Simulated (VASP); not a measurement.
GaC2: single point with PBE

GaC2:

```xyz
6
Lattice="4.1966 0.0000 0.0000 0.0000 4.1966 0.0000 0.0000 0.0000 4.1966" Properties=species:S:1:pos:R:3 pbc="T T T"
Ga    0.0000    0.0000    0.0000
Ga    2.0983    2.0983    2.0983
C     1.0492    1.0492    1.0492
C     1.0492    3.1475    3.1475
C     3.1475    3.1475    1.0492
C     3.1475    1.0492    3.1475
```

```
Program                : VASP 6.6.1
Task                   : single point
Functional             : PBE
Potentials or basis    : VASP PAW PBE potentials, release 64 (Ga_d, C)
Cutoff                 : 600 eV
k mesh                 : 4 × 4 × 4
Occupations            : gaussian, width 0.1 eV
Spin                   : no spin polarisation
Dipole correction      : no
Further INCAR settings : ALGO = Normal; EDIFF = 1e-06; NBANDS = 30
```

```yaml
Pressure: 27.1 GPa
Band_gap_on_the_k_mesh: zero (bands 21 and 22 overlap by 1.39 eV)
```

Levels at points of the mesh, in eV from the Fermi level:
```
           k point  band 18  band 19  band 20  band 21  band 22  band 23  band 24  band 25
(0.00, 0.00, 0.00)    -2.23    -2.23    -2.23     0.58     0.58     0.58     2.44     2.44
(0.50, 0.00, 0.00)    -2.69    -1.40    -1.40    -0.06    -0.06     0.95     0.95     1.09
(0.50, 0.50, 0.00)    -2.33    -1.71    -1.71    -0.81    -0.81     1.17     1.17     1.97
(0.50, 0.50, 0.50)    -5.16     0.57     0.57     0.57     1.98     1.98     1.98     2.04
```

Run time: 28 s on 1 thread of Intel(R) Xeon(R) Platinum 8375C CPU @ 2.90GHz (Ice Lake), on a shared host, peak memory 0.2 GiB.

Caveat: the k points lie up to 0.37 Å⁻¹ apart, too coarse for converged energies and pressures of a metal.
